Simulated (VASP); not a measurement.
The system is Fe.

```xyz
1
Lattice="-1.4455 1.4455 1.4455 1.4455 -1.4455 1.4455 1.4455 1.4455 -1.4455" Properties=species:S:1:pos:R:3 pbc="T T T"
Fe    0.0000    0.0000    0.0000
```

Base run:

| Quantity | Value |
| --- | --- |
| Program | VASP 6.6.1 |
| Functional | PBEsol |
| Potentials or basis | VASP PAW PBE potentials, release 64 (Fe) |
| Cutoff | 520 eV |
| k mesh | 12 × 12 × 12 |
| Occupations | fermi-dirac, width 0.1 eV |
| Spin | collinear spin, ferromagnetic start |
| Starting moments | [4.0] μB |
| Hubbard terms | Fe d U = 5.3 eV |

Its results: pressure 3.7 GPa; site moments Fe +3.05 μB.

Question: The run is repeated on the same cell with these changes: moments at the start from [4.0] to [1.23]; fixed moment from none to 1.23 μB. What comes out?

Answer: Pressure -15.3 GPa; site moments Fe +1.26 μB.

Caveats: the PAW data sets were made with another functional, which shifts forces and pressure a little; the U is typed as a test and isn't derived for this compound; the total moment is fixed, so each spin has its own Fermi level (some runs).
